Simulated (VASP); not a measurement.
BiTe, 2 atoms in the cell. It takes space group R-3m (No. 166, trigonal). The conventional cell has a = 4.991 Å, b = 4.991 Å, c = 10.250 Å, α = 90.00°, β = 90.00°, γ = 120.00°. Bi (site symmetry -3m) has 6 Te at 3.35 Å within 4.4 Å. Te (site symmetry -3m) has 6 Bi at 3.35 Å within 4.4 Å.  This cell differs from its parent crystal: strain +0.030 along x and y, +0.030 along z.

```yaml
Program: VASP 6.6.1
Task: single point
Functional: PBE
Potentials_or_basis: VASP PAW PBE potentials, release 64 (Bi_d, Te)
Cutoff: 520 eV
k_mesh: 12 × 12 × 12
Occupations: gaussian, width 0.15 eV
Spin: no spin polarisation
Dipole_correction: no
Further_INCAR_settings: ALGO = Normal; EDIFF = 1e-07; NBANDS = 18
```

Potentials or basis: VASP PAW PBE potentials, release 64 (Bi_d, Te).

Launch:

```sh
$ cat potpaw_PBE.64/Bi_d/POTCAR potpaw_PBE.64/Te/POTCAR > POTCAR
$ mpirun -np 1 vasp_std > vasp.out
```

Hardware: 1 thread of AMD EPYC 9R45 96-Core Processor (Zen 5), with other jobs on the host.

Task: How long does it take, and how much memory?

Result: Run time: 2.3 min on 1 thread of AMD EPYC 9R45 96-Core Processor (Zen 5), on a shared host, peak memory 0.36 GiB. Counts: scf iterations 14, k points 189.
